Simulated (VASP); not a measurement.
The system is Ca3AsP.

```
Ca P As
1.0
     5.33390    0.00000    0.00000
     0.00000    5.33390    0.00000
     0.00000    0.00000    5.33390
Ca P As
3 1 1
Cartesian
  0.0000 2.6669 2.6669
  2.6669 0.0000 2.6669
  2.6669 2.6669 0.0000
  2.6669 2.6669 2.6669
  0.0000 0.0000 0.0000
```

Program: VASP 6.6.1. Alike in all runs: task single point; potentials or basis VASP PAW PBE potentials, release 64 (Ca_sv, P, As); no spin polarisation; cell as given.

Problem. Order these runs on this cell by their pressure, lowest first.
A. level r2SCAN; k mesh 1 × 1 × 1; cutoff (eV) 550; smearing gaussian 0.1 eV
B. level PBE; k mesh 1 × 1 × 1; cutoff (eV) 500; smearing gaussian 0.1 eV
C. level PBE; k mesh 4 × 4 × 4; cutoff (eV) 500; smearing gaussian 0.1 eV
D. level RPBE; k mesh 1 × 1 × 1, shifted; cutoff (eV) 500; smearing fermi-dirac 0.1 eV

Solution. D (-1.6 GPa), C (0.0 GPa), A (16.4 GPa), B (18.2 GPa).

Caveats: some runs use coarse meshes; the PAW data sets were made with another functional, which shifts forces and pressure a little (at least some runs).
